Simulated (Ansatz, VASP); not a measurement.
# Two plane-wave programs on Rh

Contents of INCAR:

```
PREC     = Accurate       # precision mode
ENCUT    = 600            # plane-wave cutoff, eV
EDIFF    = 1E-6           # SCF threshold, eV
ISMEAR   = 0              # smearing method
SIGMA    = 0.1            # smearing width, eV
LREAL    = False          # projectors in reciprocal space
LASPH    = True           # aspherical terms in the spheres
NELM     = 100            # most SCF steps
ALGO     = Normal         # electronic algorithm
ISIF     = 3              # what is computed and relaxed
LWAVE    = False          # write WAVECAR
LCHARG   = False          # write CHGCAR
GGA      = PE             # functional
IBRION   = 2              # ionic algorithm
NSW      = 100            # ionic steps
EDIFFG   = -0.005         # ionic threshold
```

Contents of KPOINTS:

```
Automatic mesh
0
Gamma
  18 18 18
```

Contents of POSCAR:

```
Rh
1.0
    0.0000000000      1.9015500000      1.9015500000
    1.9015500000      0.0000000000      1.9015500000
    1.9015500000      1.9015500000      0.0000000000
Rh
1
Direct
    0.0000000000      0.0000000000      0.0000000000
```

Input for Ansatz:

```yaml
crystal:
  lattice:
    - [0.0, 1.90155, 1.90155]
    - [1.90155, 0.0, 1.90155]
    - [1.90155, 1.90155, 0.0]
  atoms:
    - { symbol: Rh, position: [0.0, 0.0, 0.0] }
basis:
  ecutwfc: 420
kpoints:
  mp_grid: { grid: [18, 18, 18] }
hamiltonian:
  xc: pbe
scf:
  occupations: { method: gaussian, width: 0.1 }
output:
  forces: true
  stress: true
  eigenvalues: true
relax:
  adjacent_minimum: "off"
  f_tol: 0.005
  max_steps: 80
  cell: { stress_tol: 0.05 }
```

Alike in both runs: task relaxation of cell and atoms; functional PBE; k mesh 18 × 18 × 18; occupations gaussian, width 0.1 eV; no spin polarisation.

|  | VASP | Ansatz |
| --- | --- | --- |
| version | VASP 6.6.1 | Ansatz 0.2.0 |
| potentials or method | VASP PAW PBE potentials, release 64 (Rh_pv), cutoff 600 eV | scalar-relativistic, plane waves, PAW |
| valence electrons in the cell | 15 | 17 |

```tsv
	VASP	Ansatz	Ansatz less VASP
gap on the k mesh at the Fermi level, each at its own relaxed structure (eV)	none	none	-
relaxed volume (Å³/atom)	14.04	14.04	0.000
relaxed cell length with the largest relative difference (Å)	2.708	2.708	0.0000
```

A gap of «none» marks a metal or a gap that the smearing closes. VASP's potentials hold 15 valence electrons a cell and Ansatz's 17, so a difference there can come from the potentials and not from the codes.
